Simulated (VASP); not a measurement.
Write the native input for VASP 6.6.1 that does the following.

```yaml
Task: single point
Functional: PBEsol
Potentials_or_basis: VASP PAW PBE potentials, release 64 (Ru_pv)
Cutoff: 520 eV
k_mesh: 21 × 21 × 12
Occupations: gaussian, width 0.15 eV
Spin: no spin polarisation
Dipole_correction: no
Further_INCAR_settings: ALGO = Fast; EDIFF = 1e-06; NBANDS = 21
```

The structure of Ru lies in POSCAR:

```
Ru
1.0
    2.7157083866      0.0000000000      0.0000000000
   -1.3578541933      2.3518724521      0.0000000000
    0.0000000000      0.0000000000      4.5050886426
Ru
2
Direct
    0.3333333333      0.6666666667      0.2500000000
    0.6666666667      0.3333333333      0.7500000000
```

This cell differs from its parent crystal: volume 14.387 Å^3 an atom, c/a of the conventional cell 1.6589.

These files were run (other wordings do the same):

INCAR

```
PREC     = Accurate       # precision mode
ENCUT    = 520            # plane-wave cutoff, eV
EDIFF    = 1E-6           # SCF threshold, eV
ISMEAR   = 0              # smearing method
SIGMA    = 0.15           # smearing width, eV
LREAL    = F              # projectors in reciprocal space
LASPH    = T              # aspherical terms in the spheres
NELM     = 100            # most SCF steps
ALGO     = Fast           # electronic algorithm
ISIF     = 2              # what is computed and relaxed
LWAVE    = F              # write WAVECAR
LCHARG   = F              # write CHGCAR
GGA      = PS             # functional
NBANDS   = 21             # bands
```

KPOINTS

```
regular mesh
0
Gamma
  21 21 12
```

Potentials or basis: VASP PAW PBE potentials, release 64 (Ru_pv).

The run is started by

```console
$ cat potpaw_PBE.64/Ru_pv/POTCAR > POTCAR
$ mpirun -np 1 vasp_std > vasp.out
```

It gave:

```
Pressure               : -22.0 GPa
Band gap on the k mesh : zero (band 14 reaches 13.21 eV, above the bottom of band 15 at 10.30 eV)
```

Caveat: the PAW data sets were made with another functional, which shifts forces and pressure a little.

It took 83 s on 1 thread of Intel(R) Xeon(R) Platinum 8559C (Emerald Rapids), with other jobs on the host, peak memory 0.26 GiB.
